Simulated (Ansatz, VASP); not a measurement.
Si in VASP and in Ansatz

```
Si
1.0
     0.00000    2.73497    2.73497
     2.73497    0.00000    2.73497
     2.73497    2.73497    0.00000
Si
2
Direct
  0.00000 0.00000 0.00000
  0.25000 0.25000 0.25000
```

Alike in both runs: task single point; functional PBE; k mesh 8 × 8 × 8; occupations gaussian, width 0.02 eV; no spin polarisation.

|  | VASP | Ansatz |
| --- | --- | --- |
| version | VASP 6.6.1 | Ansatz 0.2.0 |
| potentials or method | VASP PAW PBE potentials, release 64 (Si), cutoff 500 eV | scalar-relativistic, plane waves, PAW |
| valence electrons in the cell | 8 | 8 |

Ansatz gave:

| Quantity | Value |
| --- | --- |
| gap on the k mesh at the Fermi level (eV) | 0.65 |
| least direct gap on the mesh (eV) | 2.55 |
| pressure (GPa) | 0.0 |

Task: What did VASP give for the same quantities?

Result: gap on the k mesh at the Fermi level (eV): 0.65; least direct gap on the mesh (eV): 2.56; pressure (GPa): -0.1.

With one functional, cell and mesh, what is left measures potentials, basis and numerics.
